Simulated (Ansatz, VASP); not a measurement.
Fe in VASP and in Ansatz

INCAR

```
SYSTEM = Fe
ALGO = Fast
EDIFF = 1E-6
ENCUT = 520
GGA = PE
ISIF = 2
ISMEAR = 0
ISPIN = 2
LASPH = .True.
LCHARG = .True.
LELF = .True.
LMAXMIX = 4
LORBIT = 11
LREAL = .False.
LVHAR = .True.
LWAVE = .False.
MAGMOM = 2.44
NBANDS = 14
NELM = 150
PREC = Accurate
SIGMA = 0.1
```

File KPOINTS:

```
k-points
0
Gamma
  20 20 20
  0 0 0
```

Contents of POSCAR:

```
Fe
1.0
   -1.3719741365      1.3719741365      1.3719741365
    1.3719741365     -1.3719741365      1.3719741365
    1.3719741365      1.3719741365     -1.3719741365
Fe
1
Direct
    0.0000000000      0.0000000000      0.0000000000
```

Input for Ansatz:

```yaml
crystal:
  lattice:
    - [-1.3719741365, 1.3719741365, 1.3719741365]
    - [1.3719741365, -1.3719741365, 1.3719741365]
    - [1.3719741365, 1.3719741365, -1.3719741365]
  atoms:
    - { symbol: Fe, position: [0.0, 0.0, 0.0], spin: 2.44 }
basis:
  ecutwfc: 420
kpoints:
  mp_grid: { grid: [20, 20, 20] }
hamiltonian:
  xc: pbe
scf:
  occupations: { method: gaussian, width: 0.1 }
output:
  forces: true
  stress: true
  eigenvalues: true
  populations: true
magnetization:
  spin_polarized: true
```

Alike in both runs: task single point; functional PBE; k mesh 20 × 20 × 20; occupations gaussian, width 0.1 eV; collinear spin.

|  | VASP | Ansatz |
| --- | --- | --- |
| version | VASP 6.6.1 | Ansatz 0.2.0 |
| potentials or method | VASP PAW PBE potentials, release 64 (Fe), cutoff 520 eV | scalar-relativistic, plane waves, PAW |
| valence electrons in the cell | 8 | 16 |

Ansatz gave:

| Item | Value |
| --- | --- |
| gap on the k mesh at the Fermi level (eV) | none |
| pressure (GPa) | 23.3 |
| net moment per atom (μB) | 2.04 |
| size of the moment on the site where the two differ most (μB) | 2.06 |

**Question.** Estimate VASP's values.

**Answer.** gap on the k mesh at the Fermi level (eV): none; pressure (GPa): 22.8; net moment per atom (μB): 2.04; size of the moment on the site where the two differ most (μB): 2.02.

Site moments also hang on the region over which each program counts them. A gap of «none» marks a metal or a gap that the smearing closes. VASP's potentials hold 8 valence electrons a cell and Ansatz's 16, so a difference there can come from the potentials and not from the codes.
